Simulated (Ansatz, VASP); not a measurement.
**Two plane-wave programs on Ru**

The input INCAR:

```
SYSTEM = Ru
ALGO = Fast
EDIFF = 1E-6
ENCUT = 520
GGA = PE
ISIF = 2
ISMEAR = 0
LASPH = .TRUE.
LCHARG = .TRUE.
LELF = .TRUE.
LREAL = .FALSE.
LVHAR = .TRUE.
LWAVE = .FALSE.
NBANDS = 21
NELM = 80
PREC = Accurate
SIGMA = 0.15
```

Contents of KPOINTS:

```
k-points
0
G
  21 21 12
  0 0 0
```

POSCAR

```
Ru
1.0
    2.9056373459      0.0000000000      0.0000000000
   -1.4528186730      2.5163557557      0.0000000000
    0.0000000000      0.0000000000      4.0658583381
Ru
2
Direct
    0.3333333333      0.6666666667      0.2500000000
    0.6666666667      0.3333333333      0.7500000000
```

Input for Ansatz:

```yaml
crystal:
  lattice:
    - [2.9056373459, 0.0, 0.0]
    - [-1.452818673, 2.5163557557, 0.0]
    - [0.0, 0.0, 4.0658583381]
  atoms:
    - { symbol: Ru, position: [0.3333333333, 0.6666666667, 0.25] }
    - { symbol: Ru, position: [0.6666666667, 0.3333333333, 0.75] }
basis:
  ecutwfc: 420
kpoints:
  mp_grid: { grid: [21, 21, 12] }
hamiltonian:
  xc: pbe
  pseudopotentials: { kind: paw, azcp: { folder: soft_1 } }
scf:
  occupations: { method: gaussian, width: 0.15 }
output:
  forces: true
  stress: true
  eigenvalues: true
```

Alike in both runs: task single point; functional PBE; k mesh 21 × 21 × 12; occupations gaussian, width 0.15 eV; no spin polarisation.

```csv
,VASP,Ansatz
version,VASP 6.6.1,Ansatz 0.2.0
potentials or method,"VASP PAW PBE potentials, release 64 (Ru_pv), cutoff 520 eV","scalar-relativistic, plane waves, PAW"
valence electrons in the cell,28,32
```

VASP gave:

```
gap on the k mesh at the Fermi level (eV)                     : none
pressure (GPa)                                                : -14.7
traceless stress, the component that is largest in VASP (GPa) : 22.63
```

Task: What did Ansatz give for the same quantities?

Result: gap on the k mesh at the Fermi level (eV): none; pressure (GPa): -14.6; traceless stress, the component that is largest in VASP (GPa): 22.66.

A gap of «none» marks a metal or a gap that the smearing closes. With one functional, cell and mesh, what is left measures potentials, basis and numerics. VASP's potentials hold 28 valence electrons a cell and Ansatz's 32, so a difference there can come from the potentials and not from the codes.
